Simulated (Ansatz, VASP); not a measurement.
**ScInS3: VASP beside Ansatz**

```xyz
5
Lattice="4.3555 0.0000 0.0000 0.0000 4.3555 0.0000 0.0000 0.0000 5.8680" Properties=species:S:1:pos:R:3 pbc="T T T"
Sc    2.1777    2.1777    4.2354
In    0.0000    0.0000    0.0635
S     2.1777    0.0000    1.3951
S     0.0000    2.1777    1.3951
S     0.0000    0.0000    3.4756
```

Change from the starting cell: species swapped into the CeSiPt3 type (P4mm, No. 99).

Alike in both runs: task single point; functional PBE; k mesh 4 × 4 × 4; occupations gaussian, width 0.1 eV; no spin polarisation.

|  | VASP | Ansatz |
| --- | --- | --- |
| version | VASP 6.6.1 | Ansatz 0.2.0 |
| potentials or method | VASP PAW PBE potentials, release 64 (Sc_sv, In_d, S), cutoff 520 eV | scalar-relativistic, plane waves, PAW |
| valence electrons in the cell | 42 | 42 |

|  | VASP | Ansatz | Ansatz less VASP |
| --- | --- | --- | --- |
| gap on the k mesh at the Fermi level (eV) | none | none | - |
| pressure (GPa) | -0.1 | -0.1 | +0.06 |
| traceless stress, the component that is largest in VASP (GPa) | -2.93 | -2.88 | +0.047 |
| rms of the force components (eV/Å) | 0.640 | 0.638 | -0.0020 |

Atom by atom the forces differ by 0.005 eV/Å (rms over components). A gap of «none» marks a metal or a gap that the smearing closes.

The k mesh is coarse, so the values compare programs but aren't converged.
